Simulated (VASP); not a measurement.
# MoS (Fm-3m) in VASP: notebook

MoS is run at these levels: r2SCAN+U; tasks: single point.

All numbers are computed with VASP 6.6.1; they aren't measurements. Logs are shortened: lines on timing, memory, paths and dates and some standing lists are left out, and cuts for length are marked.

**1. The cell of the first run**

The structure is cubic, space group Fm-3m (No. 225). The conventional cell has a = 5.468 Å, b = 5.468 Å, c = 5.468 Å, α = 90.00°, β = 90.00°, γ = 90.00°. Within 3.6 Å of Mo (site symmetry m-3m) lie 6 S at 2.73 Å. Within 3.6 Å of S (site symmetry m-3m) lie 6 Mo at 2.73 Å.

**2. Single point, r2SCAN+U, collinear spin**

POSCAR reads:

```
MoS
1.0
    0.0000000000      2.7339415185      2.7339415185
    2.7339415185      0.0000000000      2.7339415185
    2.7339415185      2.7339415185      0.0000000000
Mo S
1 1
Direct
    0.0000000000      0.0000000000      0.0000000000
    0.5000000000      0.5000000000      0.5000000000
```

INCAR.step1 reads:

```
SYSTEM = MoS
  PREC = Accurate
  ENCUT = 520
  ISMEAR = 0
  SIGMA = 0.1
  LREAL = .False.
  LASPH = .True.
  NELM = 150
  ISPIN = 2
  MAGMOM = 2 0
  LMAXMIX = 4
  LDAU = .True.
  LDAUTYPE = 2
  LDAUL = 2 -1
  LDAUU = 4.38 0
  LDAUJ = 0 0
  NBANDS = 21
  GGA = PE
  ALGO = Normal
  EDIFF = 1E-4
  LWAVE = .True.
  LCHARG = .False.
```

INCAR.step2 reads:

```
SYSTEM = MoS
  PREC = Accurate
  ENCUT = 520
  EDIFF = 1E-6
  ISMEAR = 0
  SIGMA = 0.1
  LREAL = .False.
  LASPH = .True.
  NELM = 150
  ALGO = Normal
  ISIF = 2
  LWAVE = .False.
  LCHARG = .False.
  ISPIN = 2
  MAGMOM = 2 0
  LORBIT = 11
  LMAXMIX = 4
  LDAU = .True.
  LDAUTYPE = 2
  LDAUL = 2 -1
  LDAUU = 4.38 0
  LDAUJ = 0 0
  LDAUPRINT = 1
  METAGGA = R2SCAN
  LMIXTAU = .True.
  NBANDS = 21
  ISTART = 1
```

KPOINTS reads:

```
regular mesh
0
Gamma
  14 14 14
  0 0 0
```

Potentials or basis: VASP PAW PBE potentials, release 64 (Mo_sv, S).

Started as:

```
cat potpaw_PBE.64/Mo_sv/POTCAR potpaw_PBE.64/S/POTCAR > POTCAR
cp INCAR.step1 INCAR
mpirun -np 1 vasp_std > vasp.out
cp INCAR.step2 INCAR
mpirun -np 1 vasp_std > vasp.out
```

OUTCAR:

```text
SYSTEM = MoS
   PREC = Accurate
   ENCUT = 520
   EDIFF = 1E-6
   ISMEAR = 0
   LREAL = .False.
   LASPH = .True.
   NELM = 150
   ISIF = 2
   ISPIN = 2
   LORBIT = 11
   METAGGA = R2SCAN
   ISTART = 1

 ion  position               nearest neighbor table
   1  0.000  0.000  0.000-   2 2.73   2 2.73   2 2.73   2 2.73   2 2.73   2 2.73
   2  0.500  0.500  0.500-   1 2.73   1 2.73   1 2.73   1 2.73   1 2.73   1 2.73

  LATTYP: Found a face centered cubic cell.
 ALAT       =     5.4678830370

  Lattice vectors:

 A1 = (   0.0000000000,   2.7339415185,   2.7339415185)
 A2 = (   2.7339415185,   0.0000000000,   2.7339415185)
 A3 = (   2.7339415185,   2.7339415185,   0.0000000000)

Analysis of symmetry for initial positions (statically):
=====================================================================
 Subroutine PRICEL returns:
 Original cell was already a primitive cell.

 Routine SETGRP: Setting up the symmetry group for a
 face centered cubic supercell.

 Subroutine GETGRP returns: Found 48 space group operations
 (whereof 48 operations were pure point group operations)
 out of a pool of 48 trial point group operations.

The static configuration has the point symmetry O_h .

Analysis of symmetry for dynamics (positions and initial velocities):
=====================================================================
 Subroutine PRICEL returns:
 Original cell was already a primitive cell.

 Routine SETGRP: Setting up the symmetry group for a
 face centered cubic supercell.

 Subroutine GETGRP returns: Found 48 space group operations
 (whereof 48 operations were pure point group operations)
 out of a pool of 48 trial point group operations.

The dynamic configuration has the point symmetry O_h .

Analysis of structural, dynamic, and magnetic symmetry:
=====================================================================
 Subroutine PRICEL returns:
 Original cell was already a primitive cell.

 Routine SETGRP: Setting up the symmetry group for a
 face centered cubic supercell.

 Subroutine GETGRP returns: Found 48 space group operations
 (whereof 48 operations were pure point group operations)
 out of a pool of 48 trial point group operations.

The overall configuration has the point symmetry O_h .

 Subroutine INISYM returns: Found 48 space group operations
 (whereof 48 operations are pure point group operations),
 and found     1 'primitive' translations

----------------------------------------------------------------------------------------

                                     Primitive cell

  volume of cell :      40.8693

  direct lattice vectors                    reciprocal lattice vectors
     0.000000000  2.733941519  2.733941519    -0.182886136  0.182886136  0.182886136
     2.733941519  0.000000000  2.733941519     0.182886136 -0.182886136  0.182886136
     2.733941519  2.733941519  0.000000000     0.182886136  0.182886136 -0.182886136

  length of vectors
     3.866377174  3.866377174  3.866377174     0.316768079  0.316768079  0.316768079

  position of ions in fractional coordinates (direct lattice)
     0.000000000  0.000000000  0.000000000
     0.500000000  0.500000000  0.500000000

  ion indices of the primitive-cell ions
   primitive index   ion index
                 1           1
                 2           2

----------------------------------------------------------------------------------------

 KPOINTS: regular mesh

Automatic generation of k-mesh.
 Grid dimensions read from file:
 generate k-points for:   14   14   14

 Generating k-lattice:

  Cartesian coordinates                     Fractional coordinates (reciprocal lattice)
    -0.013063295  0.013063295  0.013063295     0.071428571  0.000000000  0.000000000
     0.013063295 -0.013063295  0.013063295     0.000000000  0.071428571  0.000000000
     0.013063295  0.013063295 -0.013063295     0.000000000  0.000000000  0.071428571
[... 58 lines left out ...]
   LREAL  =      F    real-space projection
   EDIFFG = 0.1E-04   stopping-criterion for IOM
   NSW    =      0    number of steps for IOM
   IBRION =     -1    ionic relax: 0-MD 1-quasi-New 2-CG
   NFREE  =      0    steps in history (QN), initial steepest desc. (CG)
   ISIF   =      2    stress and relaxation
   ISYM   =      2    0-nonsym 1-usesym 2-fastsym
   POTIM  = 0.5000    time-step for ionic-motion
   TEBEG  =    0.0;   TEEND  =   0.0 temperature during run
   PSTRESS=    0.0 pullay stress
   NELECT =      20.0000    total number of electrons
   NUPDOWN=      -1.0000    fix difference up-down
   EMIN   =  10.00;   EMAX   =-10.00  energy-range for DOS
   EFERMI =   0.00;   METHOD = LEGACY
   ISMEAR =     0;   SIGMA  =   0.10  broadening in eV -4-tet -1-fermi 0-gaus
   EFERMI_NEDOS =   21; number of points for ismear=-14 and -15
   IALGO  =     38    algorithm
   IMIX   =      4    mixing-type and parameters
     AMIX     =   0.40;   BMIX     =  1.00
     AMIX_MAG =   1.60;   BMIX_MAG =  1.00
  volume/ion in A,a.u.               =      20.43       137.90
  Fermi-wavevector in a.u.,A,eV,Ry     =   1.290087  2.437911 22.644503  1.664324
  Thomas-Fermi vector in A             =   2.421940
   LORBIT       =     11    0 simple, 1 ext, 2 COOP (PROOUT), +10 PAW based schemes
 LDA+U is selected, type is set to LDAUTYPE =  2
   angular momentum for each species LDAUL =     2   -1
   U (eV)           for each species LDAUU =   4.4  0.0
   J (eV)           for each species LDAUJ =   0.0  0.0
   METAGGA = R2SCAN    functional components
   LHFCALC =     F    Hartree Fock is set to
   AEXX    =    0.0000 exact exchange contribution
   IVDW    =     0    specifies the selected vdW correction
   LEPSILON=     F    determine dielectric tensor
   LRPA    =     F    only Hartree local field effects (RPA)
 spin polarized calculation
 Gauss-broadening in eV      SIGMA  =   0.10
  energy-cutoff  :      520.00
  volume of cell :       40.87
 maximum number of plane-waves:      1119
 NGX is ok and might be reduce to    30
   NGX = 15   NGY = 15   NGZ = 15

atom =   1  type =  1  l = 2

 onsite density matrix

spin component  1

  0.8633  0.0000  0.0000  0.0000 -0.0000
  0.0000  0.8633 -0.0000  0.0000  0.0000
  0.0000 -0.0000  0.5773 -0.0000  0.0000
  0.0000  0.0000 -0.0000  0.8633 -0.0000
 -0.0000  0.0000  0.0000 -0.0000  0.5773

spin component  2

  0.0151 -0.0000  0.0000 -0.0000 -0.0000
 -0.0000  0.0151 -0.0000 -0.0000  0.0000
  0.0000 -0.0000  0.0762  0.0000 -0.0000
 -0.0000 -0.0000  0.0000  0.0151 -0.0000
 -0.0000  0.0000 -0.0000 -0.0000  0.0762

 occupancies and eigenvectors

  o =  0.0151  v =  0.0000  0.0000  0.0000  0.0000  0.0000  0.9975  0.0033 -0.0000  0.0709  0.0000      0.0000  0.0000  0.0000  0.0000  0.0000  0.0000  0.0000  0.0000  0.0000  0.0000
  o =  0.0151  v =  0.0000  0.0000  0.0000  0.0000  0.0000  0.0709 -0.0039  0.0000 -0.9975 -0.0000      0.0000  0.0000  0.0000  0.0000  0.0000  0.0000  0.0000  0.0000  0.0000  0.0000
  o =  0.0151  v =  0.0000  0.0000  0.0000  0.0000  0.0000  0.0030 -1.0000  0.0000  0.0042  0.0000      0.0000  0.0000  0.0000  0.0000  0.0000  0.0000  0.0000  0.0000  0.0000  0.0000
  o =  0.0762  v =  0.0000  0.0000  0.0000  0.0000  0.0000  0.0000  0.0000  0.9999  0.0000  0.0129      0.0000  0.0000  0.0000  0.0000  0.0000  0.0000  0.0000  0.0000  0.0000  0.0000
  o =  0.0762  v =  0.0000  0.0000  0.0000  0.0000  0.0000 -0.0000  0.0000 -0.0129 -0.0000  0.9999      0.0000  0.0000  0.0000  0.0000  0.0000  0.0000  0.0000  0.0000  0.0000  0.0000
  o =  0.5773  v =  0.0000  0.0000 -0.0090 -0.0000  1.0000  0.0000  0.0000  0.0000  0.0000  0.0000      0.0000  0.0000  0.0000  0.0000  0.0000  0.0000  0.0000  0.0000  0.0000  0.0000
  o =  0.5773  v =  0.0000  0.0000  1.0000 -0.0000  0.0090  0.0000  0.0000  0.0000  0.0000  0.0000      0.0000  0.0000  0.0000  0.0000  0.0000  0.0000  0.0000  0.0000  0.0000  0.0000
  o =  0.8633  v =  0.0000  0.9176 -0.0000 -0.3975 -0.0000  0.0000  0.0000  0.0000  0.0000  0.0000      0.0000  0.0000  0.0000  0.0000  0.0000  0.0000  0.0000  0.0000  0.0000  0.0000
  o =  0.8633  v =  1.0000  0.0000  0.0000  0.0000  0.0000  0.0000  0.0000  0.0000  0.0000  0.0000      0.0000  0.0000  0.0000  0.0000  0.0000  0.0000  0.0000  0.0000  0.0000  0.0000
  o =  0.8633  v =  0.0000 -0.3975  0.0000 -0.9176 -0.0000  0.0000  0.0000  0.0000  0.0000  0.0000      0.0000  0.0000  0.0000  0.0000  0.0000  0.0000  0.0000  0.0000  0.0000  0.0000

 number of electron      19.9999997 magnetization       3.9891113

 Free energy of the ion-electron system (eV)
  ---------------------------------------------------
  ext. energy  EPLUGINS =         0.00000000
  ---------------------------------------------------
  free energy    TOTEN  =       -31.07870079 eV

  energy without entropy =      -31.07585957  energy(sigma->0) =      -31.07728018

 E-fermi :   7.8942     XC(G=0): -11.1354

 val. band max:        7.8684776850   @ k =   0.3571   0.3571   0.0000
 cond. band min:       7.9082413262   @ k =   0.2857   0.2143   0.0714
 fundamental gap:      0.0397636413
 Fermi energy:         7.8942100364

 spin component 1

 k-point     1 :       0.0000    0.0000    0.0000
  band No.  band energies     occupation
      1     -56.3806      1.00000
      2     -29.9481      1.00000
      3     -29.9481      1.00000
      4     -29.9481      1.00000
      5      -7.4167      1.00000
      6       3.7559      1.00000
[... 1145 lines left out ...]
     20      22.6590      0.00000
     21      25.5386      0.00000

 [... further k-points ...]
[... 5 lines left out ...]
  --------------------------------------------------------------------------------------
  -------------------------------------------------------------------------------------
  Total       -0.3356998     -0.3356998     -0.3356998      0.0000000      0.0000000     -0.0000000
  in kB      -13.1602455    -13.1602455    -13.1602455      0.0000000      0.0000000     -0.0000000
  external PRESSURE =     -13.1602455 kB  Pullay stress =       0.0000000 kB

 VOLUME and BASIS-vectors are now :
 -----------------------------------------------------------------------------
  energy-cutoff  :      520.00
  volume of cell :       40.87
      direct lattice vectors                 reciprocal lattice vectors
     0.000000000  2.733941519  2.733941519    -0.182886136  0.182886136  0.182886136
     2.733941519  0.000000000  2.733941519     0.182886136 -0.182886136  0.182886136
     2.733941519  2.733941519  0.000000000     0.182886136  0.182886136 -0.182886136

 POSITION                                       TOTAL-FORCE (eV/Angst)
 -----------------------------------------------------------------------------------
      0.00000      0.00000      0.00000        -0.000000     -0.000000      0.000000
      2.73394      2.73394      2.73394         0.000000      0.000000     -0.000000
 -----------------------------------------------------------------------------------
    total drift:                               -0.000000      0.000000      0.000000

  FREE ENERGIE OF THE ION-ELECTRON SYSTEM (eV)
  ---------------------------------------------------
  free  energy   TOTEN  =       -31.0787007911 eV

  energy  without entropy=      -31.0758595695  energy(sigma->0) =      -31.07728018

 total charge

# of ion       s       p       d       tot
------------------------------------------
    1        2.179   6.055   3.907  12.142
    2        1.315   2.418   0.000   3.733
--------------------------------------------------
tot          3.495   8.473   3.907  15.875

 magnetization (x)

# of ion       s       p       d       tot
------------------------------------------
    1        0.071   0.027   3.521   3.619
    2        0.014  -0.106   0.000  -0.092
--------------------------------------------------
tot          0.086  -0.079   3.521   3.528
```

Run time: 11 min. Hardware: 1 thread of Oxide Virtual Turin-like, shared host; peak memory 0.25 GiB.

Results:

```
Free energy                                           : -31.0787 eV
Pressure                                              : -1.3 GPa
Band gap on the k mesh                                : zero (filled and empty bands overlap)
Net moment                                            : 3.99 μB per cell
Site moments                                          : Mo +3.62; S -0.09 μB
Valence electrons inside the program's atomic spheres : Mo 12.14; S 3.73
```

Eigenvalues of the final occupation matrices:
```tsv
site	spin	trace	eigenvalues
site 1 d	1	3.74	0.58 0.58 0.86 0.86 0.86
site 1 d	2	0.20	0.02 0.02 0.02 0.08 0.08
```

Caveat: the PAW data sets were made with another functional, which shifts forces and pressure a little.

**3. Single point, r2SCAN+U, collinear spin**

This run uses another cell than the first one, of 21.25 Å³/atom.

POSCAR reads:

```
MoS
1.0
    0.0000000000      2.7699185590      2.7699185590
    2.7699185590      0.0000000000      2.7699185590
    2.7699185590      2.7699185590      0.0000000000
Mo S
1 1
Direct
    0.0000000000      0.0000000000      0.0000000000
    0.5000000000      0.5000000000      0.5000000000
```

INCAR.step1 reads:

```
SYSTEM = MoS
PREC = Accurate
ENCUT = 520
ISMEAR = 0
SIGMA = 0.1
LREAL = .FALSE.
LASPH = .TRUE.
NELM = 150
ISPIN = 2
MAGMOM = 2 0
LMAXMIX = 4
LDAU = .TRUE.
LDAUTYPE = 2
LDAUL = 2 -1
LDAUU = 4.38 0
LDAUJ = 0 0
NBANDS = 21
GGA = PE
ALGO = Normal
EDIFF = 1E-4
LWAVE = .TRUE.
LCHARG = .FALSE.
```

INCAR.step2 reads:

```
SYSTEM = MoS
PREC = Accurate
ENCUT = 520
EDIFF = 1E-7
ISMEAR = 0
SIGMA = 0.1
LREAL = .FALSE.
LASPH = .TRUE.
NELM = 150
ALGO = Normal
ISIF = 2
LWAVE = .FALSE.
LCHARG = .FALSE.
ISPIN = 2
MAGMOM = 2 0
LORBIT = 11
LMAXMIX = 4
LDAU = .TRUE.
LDAUTYPE = 2
LDAUL = 2 -1
LDAUU = 4.38 0
LDAUJ = 0 0
LDAUPRINT = 1
METAGGA = R2SCAN
LMIXTAU = .TRUE.
NBANDS = 21
ISTART = 1
```

KPOINTS reads:

```
regular mesh
0
G
  14 14 14
  0 0 0
```

Potentials or basis: VASP PAW PBE potentials, release 64 (Mo_sv, S).

Started as:

```
cat potpaw_PBE.64/Mo_sv/POTCAR potpaw_PBE.64/S/POTCAR > POTCAR
cp INCAR.step1 INCAR
mpirun -np 1 vasp_std > vasp.out
cp INCAR.step2 INCAR
mpirun -np 1 vasp_std > vasp.out
```

It took 16 min on 1 thread of Oxide Virtual Turin-like, shared host; peak memory 0.26 GiB.

Results (log left out):

| Property | Result |
| --- | --- |
| Free energy | -31.0511 eV |
| Pressure | -4.2 GPa |
| Band gap on the k mesh | zero (filled and empty bands overlap) |
| Net moment | 4.00 μB per cell |
| Site moments | Mo +3.64; S -0.10 μB |
| Valence electrons inside the program's atomic spheres | Mo 12.11; S 3.72 |

Levels at points of the mesh, in eV from the Fermi level:
Spin up:
```csv
k point,band 9,band 10,band 11,band 12,band 13,band 14,band 15,band 16
"(0.00, 0.00, 0.00)",-2.74,-2.74,-2.74,-2.34,-2.34,0.94,8.79,9.98
"(0.50, 0.00, 0.00)",-2.82,-2.82,-2.22,2.17,2.17,2.54,5.88,5.88
"(0.50, 0.50, 0.00)",-3.81,-2.67,-2.67,-1.78,-0.42,1.47,7.49,8.50
```
Spin down:
```
           k point  band 5  band 6  band 7  band 8  band 9  band 10  band 11  band 12
(0.00, 0.00, 0.00)  -14.95   -2.79   -2.79   -2.79    2.04     2.04     2.04     2.10
(0.50, 0.00, 0.00)  -14.04   -6.27   -4.08   -4.08    3.36     4.27     4.33     4.33
(0.50, 0.50, 0.00)  -14.10   -5.45   -3.76   -3.76    0.17     2.96     3.55     4.51
```

Eigenvalues of the final occupation matrices:
```tsv
site	spin	trace	eigenvalues
site 1 d	1	3.75	0.58 0.58 0.86 0.86 0.86
site 1 d	2	0.18	0.01 0.01 0.01 0.07 0.07
```

Caveat: the cell stands under tension; the PAW data sets were made with another functional, which shifts forces and pressure a little.

The gap in the log of VASP goes by the Fermi energy; the results here count the filled bands.